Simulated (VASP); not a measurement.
Here is a VASP 6.6.1 calculation.

Contents of INCAR:

```
ALGO     = Normal         # electronic algorithm
EDIFF    = 1E-6           # SCF threshold, eV
ENCUT    = 1340           # plane-wave cutoff, eV
GGA      = CA             # functional
GGA_COMPAT= False        
ISIF     = 2              # what is computed and relaxed
ISMEAR   = 0              # smearing method
LASPH    = True           # aspherical terms in the spheres
LCHARG   = False          # write CHGCAR
LREAL    = False          # projectors in reciprocal space
LWAVE    = False          # write WAVECAR
NBANDS   = 26             # bands
NELM     = 120            # most SCF steps
PREC     = Accurate       # precision mode
SIGMA    = 0.01           # smearing width, eV
```

Contents of KPOINTS:

```
k-points
0
Gamma
  8 8 4
```

POSCAR

```
ZnO
1.0
    3.1552743932      0.0000000000      0.0000000000
   -1.5776371966      2.7325477805      0.0000000000
    0.0000000000      0.0000000000      5.2047246764
Zn O
2 2
Direct
    0.3333333333      0.6666666667      0.5029492769
    0.6666666667      0.3333333333      0.0029492769
    0.6666666667      0.3333333333      0.3760607231
    0.3333333333      0.6666666667      0.8760607231
```

Potentials or basis: VASP PAW LDA potentials, release 64 (Zn, O_h).

The run is started by

```sh
$ cat potpaw_LDA.64/Zn/POTCAR potpaw_LDA.64/O_h/POTCAR > POTCAR
$ mpirun -np 1 vasp_std > vasp.out
```

(1) Estimate the pressure.

(2) Predict the largest force.

(3) Estimate the band gap on the k mesh.

Results:

(1) 2.8 GPa.

(2) 0.005 eV/Å.

(3) 0.80 eV.

Caveat: the cell differs from its parent crystal (in-plane strain -0.01, then relaxed in part); semilocal functionals underestimate gaps, and a narrow one can read as zero.
